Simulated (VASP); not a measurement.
# Ti (P6_3/mmc) in VASP: notebook, part 2 of 2

VASP 6.6.1. The steps go on from the part before.

### Step 4. Relaxation of shape and atoms at fixed volume, PBEsol (volume scaled by 0.97)

INCAR reads:

```
SYSTEM = Ti
PREC = Accurate
ENCUT = 600
EDIFF = 1E-6
ISMEAR = 0
SIGMA = 0.1
LREAL = .False.
LASPH = .True.
NELM = 100
ALGO = Fast
ISIF = 4
LWAVE = .False.
LCHARG = .False.
GGA = PS
IBRION = 2
NSW = 50
EDIFFG = -0.01
```

KPOINTS reads:

```
Automatic mesh
0
Gamma
  18 18 10
  0 0 0
```

POSCAR reads:

```
Ti
1.0
    2.8711760985      0.0000000000      0.0000000000
   -1.4355880492      2.4865114400      0.0000000000
    0.0000000000      0.0000000000      4.5445451406
Ti
2
Direct
    0.3333333333      0.6666666667      0.2500000000
    0.6666666667      0.3333333333      0.7500000000
```

Potentials or basis: VASP PAW PBE potentials, release 64 (Ti_sv).

On the command line:

```console
cat potpaw_PBE.64/Ti_sv/POTCAR > POTCAR
mpirun -np 1 vasp_std > vasp.out
```

OUTCAR:

```text
SYSTEM = Ti
   PREC = Accurate
   ENCUT = 600
   EDIFF = 1E-6
   ISMEAR = 0
   LREAL = .False.
   LASPH = .True.
   NELM = 100
   ISIF = 4
   GGA = PS
   IBRION = 2
   NSW = 50
   EDIFFG = -0.01

 ion  position               nearest neighbor table
   1  0.333  0.667  0.250-   2 2.81   2 2.81   2 2.81   2 2.81   2 2.81   2 2.81
   2  0.667  0.333  0.750-   1 2.81   1 2.81   1 2.81   1 2.81   1 2.81   1 2.81

  LATTYP: Found a hexagonal cell.
 ALAT       =     2.8711760985
 C/A-ratio  =     1.5828165827

  Lattice vectors:

 A1 = (   2.8711760985,   0.0000000000,   0.0000000000)
 A2 = (  -1.4355880492,   2.4865114400,   0.0000000000)
 A3 = (   0.0000000000,   0.0000000000,   4.5445451406)

Analysis of symmetry for initial positions (statically):
=====================================================================
 Subroutine PRICEL returns:
 Original cell was already a primitive cell.

 Routine SETGRP: Setting up the symmetry group for a
 hexagonal supercell.

 Subroutine GETGRP returns: Found 24 space group operations
 (whereof 12 operations were pure point group operations)
 out of a pool of 24 trial point group operations.

The static configuration has the point symmetry D_3d.
 The point group associated with its full space group is D_6h.

Analysis of symmetry for dynamics (positions and initial velocities):
=====================================================================
 Subroutine PRICEL returns:
 Original cell was already a primitive cell.

 Routine SETGRP: Setting up the symmetry group for a
 hexagonal supercell.

 Subroutine GETGRP returns: Found 24 space group operations
 (whereof 12 operations were pure point group operations)
 out of a pool of 24 trial point group operations.

The dynamic configuration has the point symmetry D_3d.
 The point group associated with its full space group is D_6h.

 Subroutine INISYM returns: Found 24 space group operations
 (whereof 12 operations are pure point group operations),
 and found     1 'primitive' translations

----------------------------------------------------------------------------------------

                                     Primitive cell

  volume of cell :      32.4445

  direct lattice vectors                    reciprocal lattice vectors
     2.871176098  0.000000000  0.000000000     0.348289330  0.201084938  0.000000000
    -1.435588049  2.486511440  0.000000000     0.000000000  0.402169877  0.000000000
     0.000000000  0.000000000  4.544545141     0.000000000  0.000000000  0.220044024

  length of vectors
     2.871176098  2.871176098  4.544545141     0.402169877  0.402169877  0.220044024

  position of ions in fractional coordinates (direct lattice)
     0.333333333  0.666666667  0.250000000
     0.666666667  0.333333333  0.750000000

  ion indices of the primitive-cell ions
   primitive index   ion index
                 1           1
                 2           2

----------------------------------------------------------------------------------------

 KPOINTS: Automatic mesh

Automatic generation of k-mesh.
 Grid dimensions read from file:
 generate k-points for:   18   18   10

 Generating k-lattice:

  Cartesian coordinates                     Fractional coordinates (reciprocal lattice)
     0.019349407  0.011171385  0.000000000     0.055555556  0.000000000  0.000000000
     0.000000000  0.022342771  0.000000000     0.000000000  0.055555556  0.000000000
     0.000000000  0.000000000  0.022004402     0.000000000  0.000000000  0.100000000

  Length of vectors
     0.022342771  0.022342771  0.022004402

  Shift w.r.t. Gamma in fractional coordinates (k-lattice)
     0.000000000  0.000000000  0.000000000

 Subroutine IBZKPT returns following result:
 ===========================================

 Found    222 irreducible k-points:

 Following reciprocal coordinates:
            Coordinates               Weight
  0.000000  0.000000  0.000000      1.000000
  0.055556 -0.000000  0.000000      6.000000
  0.111111 -0.000000  0.000000      6.000000
  0.166667 -0.000000  0.000000      6.000000
[... 30 lines left out ...]
   ISIF   =      4    stress and relaxation
   ISYM   =      2    0-nonsym 1-usesym 2-fastsym
   POTIM  = 0.5000    time-step for ionic-motion
   TEBEG  =    0.0;   TEEND  =   0.0 temperature during run
   PSTRESS=    0.0 pullay stress
   NELECT =      24.0000    total number of electrons
   NUPDOWN=      -1.0000    fix difference up-down
   EMIN   =  10.00;   EMAX   =-10.00  energy-range for DOS
   EFERMI =   0.00;   METHOD = LEGACY
   ISMEAR =     0;   SIGMA  =   0.10  broadening in eV -4-tet -1-fermi 0-gaus
   EFERMI_NEDOS =   21; number of points for ismear=-14 and -15
   IALGO  =     68    algorithm
   IMIX   =      4    mixing-type and parameters
     AMIX     =   0.40;   BMIX     =  1.00
     AMIX_MAG =   1.60;   BMIX_MAG =  1.00
  volume/ion in A,a.u.               =      16.22       109.47
  Fermi-wavevector in a.u.,A,eV,Ry     =   1.480579  2.797889 29.825536  2.192115
  Thomas-Fermi vector in A             =   2.594596
   LORBIT       =      0    0 simple, 1 ext, 2 COOP (PROOUT), +10 PAW based schemes
   GGA     = PS    functional components
   LHFCALC =     F    Hartree Fock is set to
   AEXX    =    0.0000 exact exchange contribution
   IVDW    =     0    specifies the selected vdW correction
   LEPSILON=     F    determine dielectric tensor
   LRPA    =     F    only Hartree local field effects (RPA)
 conjugate gradient relaxation of ions
 non-spin polarized calculation
 RMM-DIIS sequential band-by-band and
 Gauss-broadening in eV      SIGMA  =   0.10
  energy-cutoff  :      600.00
  volume of cell :       32.44
 maximum number of plane-waves:      1100
 NGX is ok and might be reduce to    24
   NGX = 11   NGY = 11   NGZ = 19

 number of electron      24.0000003 magnetization

 Free energy of the ion-electron system (eV)
  ---------------------------------------------------
  ext. energy  EPLUGINS =         0.00000000
  ---------------------------------------------------
  free energy    TOTEN  =       -16.67339806 eV

  energy without entropy =      -16.66430790  energy(sigma->0) =      -16.66885298

 E-fermi :   8.9547     XC(G=0): -11.9658

 val. band max:        8.9520896816   @ k =   0.0000   0.0000   0.4000
 cond. band min:       8.9599762984   @ k =   0.1667  -0.0000   0.2000
 fundamental gap:      0.0078866168
 Fermi energy:         8.9546803043

 k-point     1 :       0.0000    0.0000    0.0000
  band No.  band energies     occupation
      1     -47.5723      2.00000
      2     -47.3883      2.00000
      3     -24.3506      2.00000
      4     -23.5481      2.00000
      5     -23.5481      2.00000
      6     -23.4555      2.00000
[... 8 lines left out ...]
     15      10.3076      0.00000
     16      10.3076      0.00000
[... 419 lines left out ...]
 k-point    24 :       0.3889    0.1111    0.0000
  band No.  band energies     occupation
      1     -47.4145      2.00000
      2     -47.3543      2.00000
      3     -24.1111      2.00000
      4     -23.9640      2.00000
      5     -23.9603      2.00000
      6     -23.7578      2.00000
[... 8 lines left out ...]
     15      10.2150      0.00000
     16      12.3582      0.00000

 [... further k-points ...]
[... 5 lines left out ...]
  --------------------------------------------------------------------------------------
  -------------------------------------------------------------------------------------
  Total        0.6957718      0.6957718      0.7173035      0.0000000     -0.0000000     -0.0000000
  in kB       34.3586978     34.3586978     35.4219772      0.0000000     -0.0000000     -0.0000000
  external PRESSURE =      34.7131243 kB  Pullay stress =       0.0000000 kB

 VOLUME and BASIS-vectors are now :
 -----------------------------------------------------------------------------
  energy-cutoff  :      600.00
  volume of cell :       32.44
      direct lattice vectors                 reciprocal lattice vectors
     2.871176098  0.000000000  0.000000000     0.348289330  0.201084938  0.000000000
    -1.435588049  2.486511440  0.000000000     0.000000000  0.402169877  0.000000000
     0.000000000  0.000000000  4.544545141     0.000000000  0.000000000  0.220044024

 POSITION                                       TOTAL-FORCE (eV/Angst)
 -----------------------------------------------------------------------------------
     -0.00000      1.65767      1.13614         0.000000      0.000000      0.000000
      1.43559      0.82884      3.40841        -0.000000     -0.000000      0.000000
 -----------------------------------------------------------------------------------
    total drift:                               -0.000000      0.000000     -0.000000

  FREE ENERGIE OF THE ION-ELECTRON SYSTEM (eV)
  ---------------------------------------------------
  free  energy   TOTEN  =       -16.6733980557 eV

  energy  without entropy=      -16.6643078975  energy(sigma->0) =      -16.66885298

 reached required accuracy - stopping structural energy minimisation
```

OSZICAR:

```text
N       E                     dE             d eps       ncg     rms          rms(c)
DAV:   1     0.259452757829E+03    0.25945E+03   -0.14691E+04  7104   0.208E+03
DAV:   2     0.103234392500E+02   -0.24913E+03   -0.24761E+03  7296   0.519E+02
DAV:   3    -0.176003476109E+02   -0.27924E+02   -0.27692E+02 13920   0.141E+02
[... 30 lines left out ...]
RMM:  34    -0.166733941377E+02   -0.14892E-05   -0.19047E-05  6069   0.193E-02    0.528E-03
RMM:  35    -0.166733954889E+02   -0.13512E-05   -0.17032E-05  6155   0.191E-02    0.287E-03
RMM:  36    -0.166733965100E+02   -0.10211E-05   -0.12669E-05  5723   0.166E-02    0.199E-03
RMM:  37    -0.166733973585E+02   -0.84847E-06   -0.10612E-05  4543   0.144E-02    0.119E-03
RMM:  38    -0.166733980557E+02   -0.69722E-06   -0.88118E-06  4653   0.134E-02
   1 F= -.16673398E+02 E0= -.16668853E+02  d E =-.166734E+02
```

CONTCAR:

```text
Ti
   1.00000000000000
     2.8711760984999999    0.0000000000000000    0.0000000000000000
    -1.4355880491999999    2.4865114400000001    0.0000000000000000
     0.0000000000000000    0.0000000000000000    4.5445451406000004
  Ti
     2
Direct
     0.3333333332999970    0.6666666667000030    0.2500000000000000
     0.6666666667000030    0.3333333332999970    0.7500000000000000

  0.00000000E+00  0.00000000E+00  0.00000000E+00
  0.00000000E+00  0.00000000E+00  0.00000000E+00
```

Wall time 3 min (1 thread of Intel Xeon 6975P-C, shared host); peak memory 0.25 GiB.

Results:

```
Free energy             : -16.6734 eV
Pressure after relaxing : 3.5 GPa
Band gap on the k mesh  : zero (band 12 reaches 9.75 eV, above the bottom of band 13 at 8.63 eV)
```

Final structure:
```
Ti
1.0
     2.87118    0.00000    0.00000
    -1.43559    2.48651    0.00000
     0.00000    0.00000    4.54455
Ti
2
Direct
  0.33333 0.66667 0.25000
  0.66667 0.33333 0.75000
```

Levels at points of the mesh, in eV from the Fermi level:
| k point | band 9 | band 10 | band 11 | band 12 | band 13 | band 14 | band 15 | band 16 |
| --- | --- | --- | --- | --- | --- | --- | --- | --- |
| (0.00, 0.00, 0.00) | -6.37 | -2.88 | 0.80 | 0.80 | 0.94 | 0.98 | 1.35 | 1.35 |
| (0.50, 0.00, 0.00) | -2.45 | -2.38 | -2.04 | -0.55 | 0.47 | 0.68 | 1.28 | 3.64 |
| (0.00, 0.00, 0.50) | -4.42 | -4.42 | 0.08 | 0.08 | 0.69 | 0.69 | 0.69 | 0.69 |
| (0.50, 0.00, 0.50) | -2.75 | -2.75 | -0.91 | -0.91 | 1.52 | 1.52 | 1.85 | 1.85 |

Caveat: the relaxation stopped at its first step, so nothing moved; the PAW data sets were made with another functional, which shifts forces and pressure a little.

### Step 5. Relaxation of shape and atoms at fixed volume, PBEsol (volume scaled by 1.03)

INCAR reads:

```
SYSTEM = Ti
PREC     = Accurate       ! precision mode
ENCUT    = 600            ! plane-wave cutoff, eV
EDIFF    = 1E-6           ! SCF threshold, eV
ISMEAR   = 0              ! smearing method
SIGMA    = 0.1            ! smearing width, eV
LREAL    = .False.        ! projectors in reciprocal space
LASPH    = .True.         ! aspherical terms in the spheres
NELM     = 100            ! most SCF steps
ALGO     = Fast           ! electronic algorithm
ISIF     = 4              ! what is computed and relaxed
LWAVE    = .False.        ! write WAVECAR
LCHARG   = .False.        ! write CHGCAR
GGA      = PS             ! functional
IBRION   = 2              ! ionic algorithm
NSW      = 50             ! ionic steps
EDIFFG   = -0.01          ! ionic threshold
```

KPOINTS reads:

```
regular mesh
0
Gamma
  18 18 10
  0 0 0
```

POSCAR reads:

```
Ti
1.0
    2.9291952877      0.0000000000      0.0000000000
   -1.4645976439      2.5367575318      0.0000000000
    0.0000000000      0.0000000000      4.6363788755
Ti
2
Direct
    0.3333333333      0.6666666667      0.2500000000
    0.6666666667      0.3333333333      0.7500000000
```

On the command line:

```console
cat potpaw_PBE.64/Ti_sv/POTCAR > POTCAR
mpirun -np 1 vasp_std > vasp.out
```

Run time: 3.4 min. Hardware: 1 thread of Intel Xeon 6975P-C, shared host; peak memory 0.26 GiB.

The run converged. Its results:

| Item | Value |
| --- | --- |
| Free energy | -16.6717 eV |
| Pressure after relaxing | -3.6 GPa |
| Band gap on the k mesh | zero (band 12 reaches 9.07 eV, above the bottom of band 13 at 7.97 eV) |

Stress tensor (GPa, compression positive):
```
-3.60  0.00  0.00
 0.00 -3.60  0.00
 0.00  0.00 -3.73
```

Final structure:
```
CELL_PARAMETERS angstrom
2.92920 0.00000 0.00000
-1.46460 2.53676 0.00000
0.00000 0.00000 4.63638
ATOMIC_POSITIONS crystal
Ti 0.33333 0.66667 0.25000
Ti 0.66667 0.33333 0.75000
```

Levels at points of the mesh, in eV from the Fermi level:
| k point | band 8 | band 9 | band 10 | band 11 | band 12 | band 13 | band 14 | band 15 | band 16 |
| --- | --- | --- | --- | --- | --- | --- | --- | --- | --- |
| (0.00, 0.00, 0.00) | -32.55 | -6.24 | -2.72 | 0.77 | 0.77 | 0.80 | 0.89 | 1.28 | 1.28 |
| (0.50, 0.00, 0.00) | -32.63 | -2.37 | -2.20 | -1.88 | -0.62 | 0.46 | 0.62 | 1.18 | 3.38 |
| (0.00, 0.00, 0.50) | -32.61 | -4.37 | -4.37 | 0.08 | 0.08 | 0.67 | 0.67 | 0.67 | 0.67 |
| (0.50, 0.00, 0.50) | -32.72 | -2.58 | -2.58 | -0.83 | -0.83 | 1.35 | 1.35 | 1.73 | 1.73 |

Caveat: the relaxation stopped at its first step, so nothing moved; the PAW data sets were made with another functional, which shifts forces and pressure a little.

### Step 6. Relaxation of shape and atoms at fixed volume, PBEsol (volume scaled by 1.06)

INCAR reads:

```
ALGO = Fast
EDIFF = 1E-6
EDIFFG = -0.01
ENCUT = 600
GGA = PS
IBRION = 2
ISIF = 4
ISMEAR = 0
LASPH = True
LCHARG = False
LREAL = False
LWAVE = False
NELM = 100
NSW = 50
PREC = Accurate
SIGMA = 0.1
```

KPOINTS reads:

```
k-points
0
Gamma
  18 18 10
```

POSCAR reads:

```
Ti
1.0
    2.9573623550      0.0000000000      0.0000000000
   -1.4786811775      2.5611509276      0.0000000000
    0.0000000000      0.0000000000      4.6809621766
Ti
2
Direct
    0.3333333333      0.6666666667      0.2500000000
    0.6666666667      0.3333333333      0.7500000000
```

Potentials or basis: VASP PAW PBE potentials, release 64 (Ti_sv).

On the command line:

```console
cat potpaw_PBE.64/Ti_sv/POTCAR > POTCAR
mpirun -np 1 vasp_std > vasp.out
```

Run time: 2.2 min. Hardware: 1 thread of Intel Xeon 6975P-C (Granite Rapids), shared host; peak memory 0.26 GiB.

It converged, with:

```yaml
Free_energy: -16.6404 eV
Energy_gained_by_relaxing: 0.0 meV/atom
Ionic_steps: 2
Pressure_after_relaxing: -6.5 GPa
Band_gap_on_the_k_mesh: zero (band 12 reaches 8.75 eV, above the bottom of band 13 at 7.67 eV)
```

Stress tensor (GPa, compression positive):
```
-6.45  0.00  0.00
 0.00 -6.45  0.00
 0.00  0.00 -6.55
```

Final structure:
```cif
data_structure
_symmetry_space_group_name_H-M 'P 1'
_symmetry_Int_Tables_number 1
_cell_length_a 2.9585
_cell_length_b 2.9585
_cell_length_c 4.6773
_cell_angle_alpha 90.000
_cell_angle_beta 90.000
_cell_angle_gamma 120.000
_cell_volume 35.45
loop_
_atom_site_label
_atom_site_type_symbol
_atom_site_fract_x
_atom_site_fract_y
_atom_site_fract_z
_atom_site_occupancy
Ti1 Ti 0.33333 0.66667 0.25000 1
Ti2 Ti 0.66667 0.33333 0.75000 1
```

Levels at points of the mesh, in eV from the Fermi level:
```tsv
k point	band 10	band 11	band 12	band 13	band 14	band 15
(0.00, 0.00, 0.00)	-2.65	0.74	0.75	0.75	0.88	1.24
(0.50, 0.00, 0.00)	-2.11	-1.81	-0.65	0.45	0.60	1.15
(0.00, 0.00, 0.50)	-4.33	0.09	0.09	0.65	0.65	0.65
(0.50, 0.00, 0.50)	-2.51	-0.80	-0.80	1.27	1.27	1.67
```

Caveat: the PAW data sets were made with another functional, which shifts forces and pressure a little.

### Step 7. Relaxation of shape and atoms at fixed volume, PBEsol (volume scaled by 1.10)

INCAR reads:

```
PREC     = Accurate       # precision mode
ENCUT    = 600            # plane-wave cutoff, eV
EDIFF    = 1E-6           # SCF threshold, eV
ISMEAR   = 0              # smearing method
SIGMA    = 0.1            # smearing width, eV
LREAL    = False          # projectors in reciprocal space
LASPH    = True           # aspherical terms in the spheres
NELM     = 60             # most SCF steps
ALGO     = Fast           # electronic algorithm
ISIF     = 4              # what is computed and relaxed
LWAVE    = False          # write WAVECAR
LCHARG   = False          # write CHGCAR
GGA      = PS             # functional
IBRION   = 2              # ionic algorithm
NSW      = 50             # ionic steps
EDIFFG   = -0.01          # ionic threshold
```

KPOINTS reads:

```
Automatic mesh
0
Gamma
  18 18 10
```

POSCAR reads:

```
Ti
1.0
    2.9963753197      0.0000000000      0.0000000000
   -1.4981876598      2.5949371461      0.0000000000
    0.0000000000      0.0000000000      4.7319332529
Ti
2
Direct
    0.3333333333      0.6666666667      0.2500000000
    0.6666666667      0.3333333333      0.7500000000
```

On the command line:

```console
cat potpaw_PBE.64/Ti_sv/POTCAR > POTCAR
mpirun -np 1 vasp_std > vasp.out
```

It took 1.8 min on 1 thread of Intel Xeon 6975P-C (Granite Rapids), shared host; peak memory 0.26 GiB.

Results (log left out):

```yaml
Free_energy: -16.5728 eV
Pressure_after_relaxing: -9.8 GPa
Band_gap_on_the_k_mesh: zero (band 12 reaches 8.35 eV, above the bottom of band 13 at 7.29 eV)
```

Stress tensor (GPa, compression positive):
```
-9.75  0.00  0.00
 0.00 -9.75  0.00
 0.00  0.00 -9.82
```

Final structure:
```
Ti
1.0
     2.99638    0.00000    0.00000
    -1.49819    2.59494    0.00000
     0.00000    0.00000    4.73193
Ti
2
Direct
  0.33333 0.66667 0.25000
  0.66667 0.33333 0.75000
```

Levels at points of the mesh, in eV from the Fermi level:
| k point | band 8 | band 9 | band 10 | band 11 | band 12 | band 13 | band 14 | band 15 | band 16 |
| --- | --- | --- | --- | --- | --- | --- | --- | --- | --- |
| (0.00, 0.00, 0.00) | -32.74 | -6.08 | -2.56 | 0.66 | 0.73 | 0.73 | 0.85 | 1.19 | 1.19 |
| (0.50, 0.00, 0.00) | -32.80 | -2.29 | -2.01 | -1.71 | -0.68 | 0.43 | 0.57 | 1.10 | 3.10 |
| (0.00, 0.00, 0.50) | -32.78 | -4.29 | -4.29 | 0.09 | 0.09 | 0.63 | 0.63 | 0.63 | 0.63 |
| (0.50, 0.00, 0.50) | -32.87 | -2.41 | -2.41 | -0.75 | -0.75 | 1.18 | 1.18 | 1.60 | 1.60 |

Caveat: the relaxation stopped at its first step, so nothing moved; the PAW data sets were made with another functional, which shifts forces and pressure a little.

### Step 8. Overview

| cell | gap on the mesh (eV) | pressure (GPa) |
| --- | --- | --- |
| relaxed from a = 2.809, b = 2.809, c = 4.453 Å, angles 90.0, 90.0, 120.0°, 2 atoms | none | 12.8 |
| relaxed from a = 2.841, b = 2.841, c = 4.497 Å, angles 90.0, 90.0, 120.0°, 2 atoms | none | 7.8 |
| relaxed from a = 2.871, b = 2.871, c = 4.545 Å, angles 90.0, 90.0, 120.0°, 2 atoms | none | 3.5 |
| relaxed from a = 2.929, b = 2.929, c = 4.636 Å, angles 90.0, 90.0, 120.0°, 2 atoms | none | -3.6 |
| relaxed from a = 2.957, b = 2.957, c = 4.681 Å, angles 90.0, 90.0, 120.0°, 2 atoms | none | -6.5 |
| relaxed from a = 2.996, b = 2.996, c = 4.732 Å, angles 90.0, 90.0, 120.0°, 2 atoms | none | -9.8 |

Alike in all rows: task relaxation of shape and atoms at fixed volume; level PBEsol; potentials or basis VASP PAW PBE potentials, release 64 (Ti_sv); no spin polarisation; k mesh 18 × 18 × 10; cutoff (eV) 600; smearing gaussian 0.1 eV.

Caveats: the PAW data sets were made with another functional, which shifts forces and pressure a little; the relaxation stopped at its first step, so nothing moved (some runs).

Total energies depend on the potentials used, so only differences within one code and one set of settings carry meaning.
